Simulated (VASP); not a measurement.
# Sc (P6_3/mmc) in VASP: notebook

Runs on Sc. Level: PBE. Tasks: single point.

All numbers are computed with VASP 6.6.1; they aren't measurements. Logs are shortened: lines on timing, memory, paths and dates and some standing lists are left out, and cuts for length are marked.

### 1 The cell of the first run

The structure is hexagonal, space group P6_3/mmc (No. 194). Conventional cell: a = 3.375 Å, b = 3.375 Å, c = 4.887 Å, α = 90.00°, β = 90.00°, γ = 120.00°. Within 4.1 Å of Sc (site symmetry -6m2) lie 12 Sc at 3.13 to 3.37 Å.

### 2 Single point, PBE

Input file INCAR:

```
SYSTEM = Sc
ALGO = Fast ; EDIFF = 1E-6
ENCUT = 520 ; GGA = PE
ISIF = 2 ; ISMEAR = 0
LASPH = .TRUE. ; LCHARG = .FALSE.
LREAL = .FALSE. ; LWAVE = .FALSE.
NBANDS = 18 ; NELM = 60
PREC = Accurate ; SIGMA = 0.15
```

Input file KPOINTS:

```
k-points
0
G
  15 15 10
  0 0 0
```

Input file POSCAR:

```
Sc
1.0
    3.3748000000      0.0000000000      0.0000000000
   -1.6874000000      2.9226625327      0.0000000000
    0.0000000000      0.0000000000      4.8873000000
Sc
2
Direct
    0.3333333333      0.6666666667      0.2500000000
    0.6666666667      0.3333333333      0.7500000000
```

Potentials or basis: VASP PAW PBE potentials, release 64 (Sc_sv).

Run with:

```sh
> cat potpaw_PBE.64/Sc_sv/POTCAR > POTCAR
> mpirun -np 1 vasp_std > vasp.out
```

OUTCAR:

```text
SYSTEM = Sc
   EDIFF = 1E-6
   ENCUT = 520
   GGA = PE
   ISIF = 2
   ISMEAR = 0
   LASPH = .TRUE.
   LREAL = .FALSE.
   NELM = 60
   PREC = Accurate

 ion  position               nearest neighbor table
   1  0.333  0.667  0.250-   2 3.13   2 3.13   2 3.13   2 3.13   2 3.13   2 3.13
   2  0.667  0.333  0.750-   1 3.13   1 3.13   1 3.13   1 3.13   1 3.13   1 3.13

  LATTYP: Found a hexagonal cell.
 ALAT       =     3.3748000000
 C/A-ratio  =     1.4481747066

  Lattice vectors:

 A1 = (   3.3748000000,   0.0000000000,   0.0000000000)
 A2 = (  -1.6874000000,   2.9226625327,   0.0000000000)
 A3 = (   0.0000000000,   0.0000000000,   4.8873000000)

Analysis of symmetry for initial positions (statically):
=====================================================================
 Subroutine PRICEL returns:
 Original cell was already a primitive cell.

 Routine SETGRP: Setting up the symmetry group for a
 hexagonal supercell.

 Subroutine GETGRP returns: Found 24 space group operations
 (whereof 12 operations were pure point group operations)
 out of a pool of 24 trial point group operations.

The static configuration has the point symmetry D_3d.
 The point group associated with its full space group is D_6h.

Analysis of symmetry for dynamics (positions and initial velocities):
=====================================================================
 Subroutine PRICEL returns:
 Original cell was already a primitive cell.

 Routine SETGRP: Setting up the symmetry group for a
 hexagonal supercell.

 Subroutine GETGRP returns: Found 24 space group operations
 (whereof 12 operations were pure point group operations)
 out of a pool of 24 trial point group operations.

The dynamic configuration has the point symmetry D_3d.
 The point group associated with its full space group is D_6h.

 Subroutine INISYM returns: Found 24 space group operations
 (whereof 12 operations are pure point group operations),
 and found     1 'primitive' translations

----------------------------------------------------------------------------------------

                                     Primitive cell

  volume of cell :      48.2054

  direct lattice vectors                    reciprocal lattice vectors
     3.374800000  0.000000000  0.000000000     0.296313856  0.171076884  0.000000000
    -1.687400000  2.922662533  0.000000000     0.000000000  0.342153769  0.000000000
     0.000000000  0.000000000  4.887300000     0.000000000  0.000000000  0.204611953

  length of vectors
[... 82 lines left out ...]
   EDIFF  = 0.1E-05   stopping-criterion for ELM
   LREAL  =      F    real-space projection
   EDIFFG = 0.1E-04   stopping-criterion for IOM
   NSW    =      0    number of steps for IOM
   IBRION =     -1    ionic relax: 0-MD 1-quasi-New 2-CG
   NFREE  =      0    steps in history (QN), initial steepest desc. (CG)
   ISIF   =      2    stress and relaxation
   ISYM   =      2    0-nonsym 1-usesym 2-fastsym
   POTIM  = 0.5000    time-step for ionic-motion
   TEBEG  =    0.0;   TEEND  =   0.0 temperature during run
   PSTRESS=    0.0 pullay stress
   NELECT =      22.0000    total number of electrons
   NUPDOWN=      -1.0000    fix difference up-down
   EMIN   =  10.00;   EMAX   =-10.00  energy-range for DOS
   EFERMI =   0.00;   METHOD = LEGACY
   ISMEAR =     0;   SIGMA  =   0.15  broadening in eV -4-tet -1-fermi 0-gaus
   EFERMI_NEDOS =   21; number of points for ismear=-14 and -15
   IALGO  =     68    algorithm
   IMIX   =      4    mixing-type and parameters
     AMIX     =   0.40;   BMIX     =  1.00
     AMIX_MAG =   1.60;   BMIX_MAG =  1.00
  volume/ion in A,a.u.               =      24.10       162.65
  Fermi-wavevector in a.u.,A,eV,Ry     =   1.260425  2.381859 21.615198  1.588672
  Thomas-Fermi vector in A             =   2.393936
   LORBIT       =      0    0 simple, 1 ext, 2 COOP (PROOUT), +10 PAW based schemes
   GGA     = PE    functional components
   LHFCALC =     F    Hartree Fock is set to
   AEXX    =    0.0000 exact exchange contribution
   IVDW    =     0    specifies the selected vdW correction
   LEPSILON=     F    determine dielectric tensor
   LRPA    =     F    only Hartree local field effects (RPA)
 non-spin polarized calculation
 RMM-DIIS sequential band-by-band and
 Gauss-broadening in eV      SIGMA  =   0.15
  energy-cutoff  :      520.00
  volume of cell :       48.21
 maximum number of plane-waves:      1320
 NGX is ok and might be reduce to    28
   NGX = 13   NGY = 13   NGZ = 19

 number of electron      22.0000001 magnetization

 Free energy of the ion-electron system (eV)
  ---------------------------------------------------
  ext. energy  EPLUGINS =         0.00000000
  ---------------------------------------------------
  free energy    TOTEN  =       -12.47580249 eV

  energy without entropy =      -12.43456941  energy(sigma->0) =      -12.45518595

 E-fermi :   3.7854     XC(G=0):  -9.9623

 val. band max:        3.7845773502   @ k =   0.4667   0.0000   0.4000
 cond. band min:       3.7868877754   @ k =   0.3333   0.1333   0.4000
 fundamental gap:      0.0023104252
 Fermi energy:         3.7853814595

 k-point     1 :       0.0000    0.0000    0.0000
  band No.  band energies     occupation
      1     -45.5637      2.00000
      2     -45.4629      2.00000
      3     -24.4480      2.00000
      4     -24.0774      2.00000
      5     -24.0774      2.00000
      6     -23.9756      2.00000
[... 481 lines left out ...]
      5     -24.1839      2.00000
      6     -24.1798      2.00000
[... 10 lines left out ...]
     17       7.6741      0.00000
     18       8.2262      0.00000

 [... further k-points ...]

------------------------ aborting loop because EDIFF is reached ----------------------------------------

  FORCE on cell =-STRESS in cart. coord.  units (eV):
  Direction    XX          YY          ZZ          XY          YZ          ZX
  --------------------------------------------------------------------------------------
  -------------------------------------------------------------------------------------
  Total       -0.1762856     -0.1762856      1.4987333      0.0000000      0.0000000      0.0000000
  in kB       -5.8591092     -5.8591092     49.8126004      0.0000000      0.0000000      0.0000000
  external PRESSURE =      12.6981274 kB  Pullay stress =       0.0000000 kB

 VOLUME and BASIS-vectors are now :
 -----------------------------------------------------------------------------
  energy-cutoff  :      520.00
  volume of cell :       48.21
      direct lattice vectors                 reciprocal lattice vectors
     3.374800000  0.000000000  0.000000000     0.296313856  0.171076884  0.000000000
    -1.687400000  2.922662533  0.000000000     0.000000000  0.342153769  0.000000000
     0.000000000  0.000000000  4.887300000     0.000000000  0.000000000  0.204611953

 POSITION                                       TOTAL-FORCE (eV/Angst)
 -----------------------------------------------------------------------------------
     -0.00000      1.94844      1.22182         0.000000     -0.000000      0.000000
      1.68740      0.97422      3.66547        -0.000000      0.000000      0.000000
 -----------------------------------------------------------------------------------
    total drift:                               -0.000000      0.000000     -0.000000

  FREE ENERGIE OF THE ION-ELECTRON SYSTEM (eV)
  ---------------------------------------------------
  free  energy   TOTEN  =       -12.4758024921 eV

  energy  without entropy=      -12.4345694085  energy(sigma->0) =      -12.45518595
```

Run time: 4.9 min. Hardware: 1 thread of Intel Xeon 8259CL, shared host; peak memory 0.25 GiB.

Results:

- Free energy: -12.4758 eV
- Pressure: 1.3 GPa
- Band gap on the k mesh: zero (band 11 reaches 5.06 eV, above the bottom of band 12 at 3.23 eV)

Levels at points of the mesh, in eV from the Fermi level:
```tsv
k point	band 9	band 10	band 11	band 12	band 13	band 14
(0.00, 0.00, 0.00)	-5.13	-1.56	1.27	1.55	1.55	2.09
(0.00, 0.00, 0.50)	-3.41	-3.41	1.28	1.28	1.35	1.35
```

### 3 Single point, PBE

This run uses another cell than the first one, of 24.20 Å³/atom, 1.004 times its volume.

Input file INCAR:

```
PREC = Accurate ; ENCUT = 520
EDIFF = 1E-7 ; ISMEAR = 0
SIGMA = 0.15 ; LREAL = False
LASPH = True ; NELM = 100
ALGO = Fast ; ISIF = 2
LWAVE = False ; LCHARG = True
GGA = PE ; LELF = True
LVHAR = True ; NBANDS = 18
```

Input file KPOINTS:

```
Automatic mesh
0
Gamma
  15 15 10
```

Input file POSCAR:

```
Sc
1.0
    3.4302000000      0.0000000000      0.0000000000
   -1.7151000000      2.9706403401      0.0000000000
    0.0000000000      0.0000000000      4.7496000000
Sc
2
Direct
    0.3333333333      0.6666666667      0.2500000000
    0.6666666667      0.3333333333      0.7500000000
```

Potentials or basis: VASP PAW PBE potentials, release 64 (Sc_sv).

Run with:

```sh
> cat potpaw_PBE.64/Sc_sv/POTCAR > POTCAR
> mpirun -np 1 vasp_std > vasp.out
```

OUTCAR:

```text
PREC = Accurate
   ENCUT = 520
   EDIFF = 1E-7
   ISMEAR = 0
   LREAL = False
   LASPH = True
   NELM = 100
   ISIF = 2
   GGA = PE

 ion  position               nearest neighbor table
   1  0.333  0.667  0.250-   2 3.09   2 3.09   2 3.09   2 3.09   2 3.09   2 3.09
   2  0.667  0.333  0.750-   1 3.09   1 3.09   1 3.09   1 3.09   1 3.09   1 3.09

  LATTYP: Found a hexagonal cell.
 ALAT       =     3.4302000000
 C/A-ratio  =     1.3846422949

  Lattice vectors:

 A1 = (   3.4302000000,   0.0000000000,   0.0000000000)
 A2 = (  -1.7151000000,   2.9706403401,   0.0000000000)
 A3 = (   0.0000000000,   0.0000000000,   4.7496000000)

Analysis of symmetry for initial positions (statically):
=====================================================================
 Subroutine PRICEL returns:
 Original cell was already a primitive cell.

 Routine SETGRP: Setting up the symmetry group for a
 hexagonal supercell.

 Subroutine GETGRP returns: Found 24 space group operations
 (whereof 12 operations were pure point group operations)
 out of a pool of 24 trial point group operations.

The static configuration has the point symmetry D_3d.
[... 163 lines left out ...]
  energy without entropy =      -12.37177244  energy(sigma->0) =      -12.39223675

 E-fermi :   3.7470     XC(G=0):  -9.9419

 val. band max:        3.7347237433   @ k =   0.2000   0.1333   0.1000
 cond. band min:       3.7503747491   @ k =   0.4000  -0.0000   0.4000
 fundamental gap:      0.0156510058
 Fermi energy:         3.7469793530

 k-point     1 :       0.0000    0.0000    0.0000
  band No.  band energies     occupation
      1     -45.6119      2.00000
      2     -45.4979      2.00000
      3     -24.5087      2.00000
      4     -24.1468      2.00000
      5     -24.1468      2.00000
      6     -24.0240      2.00000
[... 481 lines left out ...]
      5     -24.2333      2.00000
      6     -24.2071      2.00000
[... 10 lines left out ...]
     17       7.5823      0.00000
     18       8.1426      0.00000

 [... further k-points ...]

------------------------ aborting loop because EDIFF is reached ----------------------------------------

  FORCE on cell =-STRESS in cart. coord.  units (eV):
  Direction    XX          YY          ZZ          XY          YZ          ZX
  --------------------------------------------------------------------------------------
  -------------------------------------------------------------------------------------
  Total       -0.5446891     -0.5446891      2.0750121     -0.0000000      0.0000000     -0.0000000
  in kB      -18.0315369    -18.0315369     68.6917646     -0.0000000      0.0000000     -0.0000000
  external PRESSURE =      10.8762303 kB  Pullay stress =       0.0000000 kB

 VOLUME and BASIS-vectors are now :
 -----------------------------------------------------------------------------
  energy-cutoff  :      520.00
  volume of cell :       48.40
      direct lattice vectors                 reciprocal lattice vectors
     3.430200000  0.000000000  0.000000000     0.291528191  0.168313879  0.000000000
    -1.715100000  2.970640340  0.000000000     0.000000000  0.336627759  0.000000000
     0.000000000  0.000000000  4.749600000     0.000000000  0.000000000  0.210544046

 POSITION                                       TOTAL-FORCE (eV/Angst)
 -----------------------------------------------------------------------------------
     -0.00000      1.98043      1.18740         0.000000     -0.000000      0.000000
      1.71510      0.99021      3.56220        -0.000000      0.000000      0.000000
 -----------------------------------------------------------------------------------
    total drift:                               -0.000000      0.000000     -0.000000

  FREE ENERGIE OF THE ION-ELECTRON SYSTEM (eV)
  ---------------------------------------------------
  free  energy   TOTEN  =       -12.4127010519 eV

  energy  without entropy=      -12.3717724423  energy(sigma->0) =      -12.39223675
```

Wall time 5.6 min (1 thread of Intel Xeon 8259CL, shared host); peak memory 0.25 GiB.

Results:

```
Free energy            : -12.4127 eV
Pressure               : 1.1 GPa
Band gap on the k mesh : zero (band 11 reaches 5.23 eV, above the bottom of band 12 at 3.19 eV)
```

### 4 Single point, PBE

This run uses another cell than the first one, of 24.25 Å³/atom, 1.006 times its volume.

Input file INCAR:

```
PREC = Accurate
ENCUT = 520
EDIFF = 1E-6
ISMEAR = 0
SIGMA = 0.15
LREAL = False
LASPH = True
NELM = 60
ALGO = Fast
ISIF = 2
LWAVE = False
LCHARG = True
GGA = PE
LELF = True
LVHAR = True
NBANDS = 18
```

Input file KPOINTS:

```
regular mesh
0
Gamma
  15 15 10
```

Input file POSCAR:

```
Sc
1.0
    3.2089000000      0.0000000000      0.0000000000
   -1.6044500000      2.7789889182      0.0000000000
    0.0000000000      0.0000000000      5.4380000000
Sc
2
Direct
    0.3333333333      0.6666666667      0.2500000000
    0.6666666667      0.3333333333      0.7500000000
```

Potentials or basis: VASP PAW PBE potentials, release 64 (Sc_sv).

Run with:

```sh
> cat potpaw_PBE.64/Sc_sv/POTCAR > POTCAR
> mpirun -np 1 vasp_std > vasp.out
```

OUTCAR:

```text
PREC = Accurate
   ENCUT = 520
   EDIFF = 1E-6
   ISMEAR = 0
   LREAL = False
   LASPH = True
   NELM = 60
   ISIF = 2
   GGA = PE

 ion  position               nearest neighbor table
   1  0.333  0.667  0.250-   2 3.29   2 3.29   2 3.29   2 3.29   2 3.29   2 3.29
   2  0.667  0.333  0.750-   1 3.29   1 3.29   1 3.29   1 3.29   1 3.29   1 3.29

  LATTYP: Found a hexagonal cell.
 ALAT       =     3.2089000000
 C/A-ratio  =     1.6946617221

  Lattice vectors:

[... 694 lines left out ...]

------------------------ aborting loop because EDIFF is reached ----------------------------------------

  FORCE on cell =-STRESS in cart. coord.  units (eV):
  Direction    XX          YY          ZZ          XY          YZ          ZX
  --------------------------------------------------------------------------------------
  -------------------------------------------------------------------------------------
  Total        0.9962364      0.9962364     -0.8213480      0.0000000      0.0000000     -0.0000000
  in kB       32.9147668     32.9147668    -27.1366091      0.0000000      0.0000000     -0.0000000
  external PRESSURE =      12.8976415 kB  Pullay stress =       0.0000000 kB

 VOLUME and BASIS-vectors are now :
 -----------------------------------------------------------------------------
  energy-cutoff  :      520.00
  volume of cell :       48.49
      direct lattice vectors                 reciprocal lattice vectors
     3.208900000  0.000000000  0.000000000     0.311633270  0.179921552  0.000000000
    -1.604450000  2.778988918  0.000000000     0.000000000  0.359843105  0.000000000
     0.000000000  0.000000000  5.438000000     0.000000000  0.000000000  0.183891136

 POSITION                                       TOTAL-FORCE (eV/Angst)
 -----------------------------------------------------------------------------------
     -0.00000      1.85266      1.35950        -0.000000     -0.000000      0.000000
      1.60445      0.92633      4.07850         0.000000      0.000000      0.000000
 -----------------------------------------------------------------------------------
    total drift:                               -0.000000      0.000000     -0.000000

  FREE ENERGIE OF THE ION-ELECTRON SYSTEM (eV)
  ---------------------------------------------------
  free  energy   TOTEN  =       -12.4649900143 eV

  energy  without entropy=      -12.4125512234  energy(sigma->0) =      -12.43877062
```

OSZICAR:

```text
N       E                     dE             d eps       ncg     rms          rms(c)
DAV:   1     0.356517574119E+03    0.35652E+03   -0.10980E+04  5832   0.130E+03
DAV:   2     0.627041813092E+01   -0.35025E+03   -0.34374E+03  7112   0.542E+02
DAV:   3    -0.134385231442E+02   -0.19709E+02   -0.19049E+02  9698   0.153E+02
DAV:   4    -0.138287754859E+02   -0.39025E+00   -0.38762E+00  8722   0.199E+01
DAV:   5    -0.138344225413E+02   -0.56471E-02   -0.56426E-02 10016   0.250E+00    0.767E+00
RMM:   6    -0.125567139219E+02    0.12777E+01   -0.17845E+00  6056   0.172E+01    0.263E+00
RMM:   7    -0.124833952623E+02    0.73319E-01   -0.33043E+00  7687   0.135E+01    0.141E+00
RMM:   8    -0.124574208150E+02    0.25974E-01   -0.18926E-01  6389   0.508E+00    0.533E-01
RMM:   9    -0.124631537545E+02   -0.57329E-02   -0.10286E-01  8194   0.192E+00    0.112E-01
RMM:  10    -0.124645348363E+02   -0.13811E-02   -0.18482E-02  8662   0.767E-01    0.559E-02
RMM:  11    -0.124648419039E+02   -0.30707E-03   -0.41797E-03  8541   0.475E-01    0.379E-02
RMM:  12    -0.124649477905E+02   -0.10589E-03   -0.13327E-03  9398   0.198E-01    0.648E-03
RMM:  13    -0.124649871147E+02   -0.39324E-04   -0.35190E-04  8706   0.866E-02    0.847E-03
RMM:  14    -0.124649861746E+02    0.94007E-06   -0.71344E-05  7954   0.553E-02    0.243E-03
RMM:  15    -0.124649899450E+02   -0.37704E-05   -0.22930E-05  7452   0.300E-02    0.986E-04
RMM:  16    -0.124649900143E+02   -0.69316E-07   -0.54202E-06  6755   0.197E-02
   1 F= -.12464990E+02 E0= -.12438771E+02  d E =-.524388E-01
```

It took 3.3 min on 1 thread of Intel Xeon 8259CL, shared host; peak memory 0.24 GiB.

Results:

| Property | Result |
| --- | --- |
| Free energy | -12.4650 eV |
| Pressure | 1.3 GPa |
| Band gap on the k mesh | zero (band 11 reaches 4.46 eV, above the bottom of band 12 at 3.37 eV) |

### 5 Single point, PBE

This run uses another cell than the first one, of 24.45 Å³/atom, 1.015 times its volume.

Input file INCAR:

```
ALGO = Fast
EDIFF = 1E-6
ENCUT = 520
GGA = PE
ISIF = 2
ISMEAR = 0
LASPH = T
LCHARG = F
LREAL = F
LWAVE = F
NBANDS = 18
NELM = 60
PREC = Accurate
SIGMA = 0.15
```

Input file KPOINTS:

```
k-points
0
Gamma
  15 15 10
```

Input file POSCAR:

```
Sc
1.0
    3.2642000000      0.0000000000      0.0000000000
   -1.6321000000      2.8268801230      0.0000000000
    0.0000000000      0.0000000000      5.3003000000
Sc
2
Direct
    0.3333333333      0.6666666667      0.2500000000
    0.6666666667      0.3333333333      0.7500000000
```

Run with:

```sh
> cat potpaw_PBE.64/Sc_sv/POTCAR > POTCAR
> mpirun -np 1 vasp_std > vasp.out
```

It took 3.3 min on 1 thread of Intel Xeon 8259CL, shared host; peak memory 0.24 GiB.

It converged, with:

* Free energy: -12.5071 eV
* Pressure: 0.6 GPa
* Band gap on the k mesh: zero (band 11 reaches 4.56 eV, above the bottom of band 12 at 3.27 eV)

Stress tensor (GPa, compression positive):
```
 1.66  0.00  0.00
 0.00  1.66  0.00
 0.00  0.00 -1.44
```

Levels at points of the mesh, in eV from the Fermi level:
```csv
k point,band 8,band 9,band 10,band 11,band 12,band 13,band 14,band 15
"(0.00, 0.00, 0.00)",-27.81,-5.15,-1.73,0.33,1.63,1.63,1.63,2.03
"(0.00, 0.00, 0.50)",-27.84,-3.68,-3.68,0.82,0.82,1.60,1.60,1.60
```

### 6 The runs side by side

| cell | further INCAR settings | gap on the mesh (eV) | pressure (GPa) |
| --- | --- | --- | --- |
| a = 3.375, b = 3.375, c = 4.887 Å, angles 90.0, 90.0, 120.0°, 2 atoms | ALGO = Fast; EDIFF = 1e-06; NBANDS = 18 | none | 1.3 |
| a = 3.430, b = 3.430, c = 4.750 Å, angles 90.0, 90.0, 120.0°, 2 atoms | ALGO = Fast; EDIFF = 1e-07; NBANDS = 18 | none | 1.1 |
| a = 3.209, b = 3.209, c = 5.438 Å, angles 90.0, 90.0, 120.0°, 2 atoms | ALGO = Fast; EDIFF = 1e-06; NBANDS = 18 | none | 1.3 |
| a = 3.264, b = 3.264, c = 5.300 Å, angles 90.0, 90.0, 120.0°, 2 atoms | ALGO = Fast; EDIFF = 1e-06; NBANDS = 18 | none | 0.6 |

Alike in all rows: task single point; level PBE; potentials or basis VASP PAW PBE potentials, release 64 (Sc_sv); no spin polarisation; k mesh 15 × 15 × 10; cutoff (eV) 520; smearing gaussian 0.15 eV.

Total energies depend on the potentials used, so only differences within one code and one set of settings carry meaning.
